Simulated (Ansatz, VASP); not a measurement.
CuI: VASP beside Ansatz

```
CELL_PARAMETERS angstrom
0.00000 3.03952 3.03952
3.03952 0.00000 3.03952
3.03952 3.03952 0.00000
ATOMIC_POSITIONS crystal
Cu 0.00000 0.00000 0.00000
I 0.25000 0.25000 0.25000
```

Alike in both runs: functional PBE; k mesh 12 × 12 × 12; occupations fermi-dirac, width 0.05 eV; no spin polarisation.

Ansatz relaxed the structure, and its values are those at the end. VASP's run is a single point on that final structure, the one shown.

|  | VASP | Ansatz |
| --- | --- | --- |
| version | VASP 6.6.1 | Ansatz 0.2.0 |
| potentials or method | VASP PAW PBE potentials, release 64 (Cu, I) | PAW with Ansatz's default frozen-core files, scalar-relativistic |
| plane-wave cutoff (eV) | 520 | 420 |
| valence electrons in the cell | 18 | 36 |

```csv
,VASP,Ansatz,Ansatz less VASP
pressure (GPa),0.0,0.0,+0.03
```

With one functional, cell and mesh, what is left measures potentials, basis and numerics. VASP's potentials hold 18 valence electrons a cell and Ansatz's 36, so a difference there can come from the potentials and not from the codes.

Spin-orbit coupling is off throughout.
